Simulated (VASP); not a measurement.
The system is Hf.

```
Hf
1.0
     0.00000    2.22000    2.22000
     2.22000    0.00000    2.22000
     2.22000    2.22000    0.00000
Hf
1
Direct
  0.00000 0.00000 0.00000
```

Base run:

```yaml
Program: VASP 6.6.1
Functional: PBE
Potentials_or_basis: VASP PAW PBE potentials, release 64 (Hf_pv)
Cutoff: 520 eV
k_mesh: 16 × 16 × 16
Occupations: fermi-dirac, width 0.03 eV
Spin: no spin polarisation
```

Its results: band gap on the k mesh zero (band 5 reaches 6.31 eV, above the bottom of band 6 at 4.50 eV); pressure 2.7 GPa.

Problem. The run is repeated on the same cell with these changes: functional from PBE to PBEsol. What comes out?

Solution. Band gap on the k mesh zero (band 5 reaches 6.13 eV, above the bottom of band 6 at 4.34 eV); pressure -2.0 GPa.

PBEsol binds more tightly than PBE, so the same cell stands under less pressure.

Caveats: spin-orbit coupling is left out, which moves the levels of the heavy elements; the PAW data sets were made with another functional, which shifts forces and pressure a little (some runs).
